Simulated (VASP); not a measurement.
Si, 2 atoms in the cell. Symmetry: R-3m, No. 166, trigonal system. Conventional cell: a = 3.810 Å, b = 3.810 Å, c = 9.403 Å, α = 90.00°, β = 90.00°, γ = 120.00°. Within 3.1 Å of Si (site symmetry 3m) lie 4 Si at 2.34 to 2.35 Å. 

- Program: VASP 6.6.1
- Task: relaxation of the atoms
- Functional: LDA
- Potentials or basis: VASP PAW LDA potentials, release 64 (Si)
- Cutoff: 520 eV
- k mesh: 10 × 10 × 10
- Occupations: gaussian, width 0.01 eV
- Spin: no spin polarisation
- Dipole correction: no
- Further INCAR settings: ALGO = Normal; EDIFF = 1e-06; IBRION = 2; EDIFFG = -0.0005; NSW = 80

Potentials or basis: VASP PAW LDA potentials, release 64 (Si).

The run is started by

```console
$ cat potpaw_LDA.64/Si/POTCAR > POTCAR
$ mpirun -np 1 vasp_std > vasp.out
```

Hardware: 1 thread of Intel(R) Xeon(R) Platinum 8375C CPU @ 2.90GHz (Ice Lake), with other jobs on the host.

Question: Estimate the wall time of this run.

Answer: Run time: 24 s on 1 thread of Intel(R) Xeon(R) Platinum 8375C CPU @ 2.90GHz (Ice Lake), on a shared host, peak memory 0.15 GiB. Counts: scf iterations 18, k points 116, ion steps 3.
